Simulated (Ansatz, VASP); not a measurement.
# One calculation of NaCl, two programs

INCAR

```
ALGO     = Normal         # electronic algorithm
EDIFF    = 1E-6           # SCF threshold, eV
ENCUT    = 520            # plane-wave cutoff, eV
GGA      = PE             # functional
ISIF     = 2              # what is computed and relaxed
ISMEAR   = 0              # smearing method
LASPH    = True           # aspherical terms in the spheres
LCHARG   = False          # write CHGCAR
LREAL    = False          # projectors in reciprocal space
LWAVE    = False          # write WAVECAR
NBANDS   = 14             # bands
NELM     = 80             # most SCF steps
PREC     = Accurate       # precision mode
SIGMA    = 0.05           # smearing width, eV
```

KPOINTS

```
k-points
0
Gamma
  8 8 8
```

Contents of POSCAR:

```
NaCl
1.0
    0.0000000000      2.8705459168      2.7557240802
    2.8705459168      0.0000000000      2.7557240802
    2.8705459168      2.8705459168      0.0000000000
Na Cl
1 1
Direct
    0.0000000000      0.0000000000      0.0000000000
    0.5000000000      0.5000000000      0.5000000000
```

Input for Ansatz:

```yaml
crystal:
  lattice:
    - [0.0, 2.8705459168, 2.7557240802]
    - [2.8705459168, 0.0, 2.7557240802]
    - [2.8705459168, 2.8705459168, 0.0]
  atoms:
    - { symbol: Na, position: [0.0, 0.0, 0.0] }
    - { symbol: Cl, position: [0.5, 0.5, 0.5] }
basis:
  ecutwfc: 420
kpoints:
  mp_grid: { grid: [8, 8, 8] }
hamiltonian:
  xc: pbe
scf:
  occupations: { method: gaussian, width: 0.05 }
output:
  forces: true
  stress: true
  eigenvalues: true
```

Alike in both runs: task single point; functional PBE; k mesh 8 × 8 × 8; occupations gaussian, width 0.05 eV; no spin polarisation.

```csv
,VASP,Ansatz
version,VASP 6.6.1,Ansatz 0.2.0
potentials or method,"VASP PAW PBE potentials, release 64 (Na_pv, Cl), cutoff 520 eV","scalar-relativistic, plane waves, PAW"
valence electrons in the cell,14,16
```

|  | VASP | Ansatz | Ansatz less VASP |
| --- | --- | --- | --- |
| gap on the k mesh at the Fermi level (eV) | 5.05 | 5.05 | 0.000 |
| least direct gap on the mesh (eV) | 5.05 | 5.05 | 0.000 |
| pressure (GPa) | 0.5 | 0.5 | +0.03 |
| traceless stress, the component that is largest in VASP (GPa) | 1.16 | 1.16 | -0.009 |

VASP's potentials hold 14 valence electrons a cell and Ansatz's 16, so a difference there can come from the potentials and not from the codes.
